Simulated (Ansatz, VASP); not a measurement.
## One calculation of CdSe, two programs

```xyz
2
Lattice="0.1164 3.0922 3.0922 3.0922 0.1164 3.0922 3.0922 3.0922 0.1164" Properties=species:S:1:pos:R:3 pbc="T T T"
Cd    0.0262    0.0262    0.0262
Se    1.5490    1.5490    1.5490
```

Change from the starting cell: epitaxial_111 strain -3.0%.

Alike in both runs: task single point; functional r2SCAN; k mesh 8 × 8 × 8; no spin polarisation.

```csv
,VASP,Ansatz
version,VASP 6.6.1,Ansatz 0.2.0
potentials or method,"VASP PAW PBE potentials, release 64 (Cd, Se)","plane waves, PAW"
plane-wave cutoff (eV),520,500
occupations,"gaussian, width 0.01 eV",fixed
valence electrons in the cell,18,36
```

Ansatz gave:

```
gap on the k mesh at the Fermi level (eV)                     : 0.97
pressure (GPa)                                                : 1.7
traceless stress, the component that is largest in VASP (GPa) : -0.86
rms of the force components (eV/Å)                            : 0.004
```

Question: What did VASP give for the same quantities?

Answer: gap on the k mesh at the Fermi level (eV): 0.96; pressure (GPa): 2.0; traceless stress, the component that is largest in VASP (GPa): -0.87; rms of the force components (eV/Å): 0.002.

VASP's potentials were made for PBE, not for r2SCAN. Atom by atom the forces differ by 0.002 eV/Å (rms over components). VASP's potentials hold 18 valence electrons a cell and Ansatz's 36, so a difference there can come from the potentials and not from the codes.
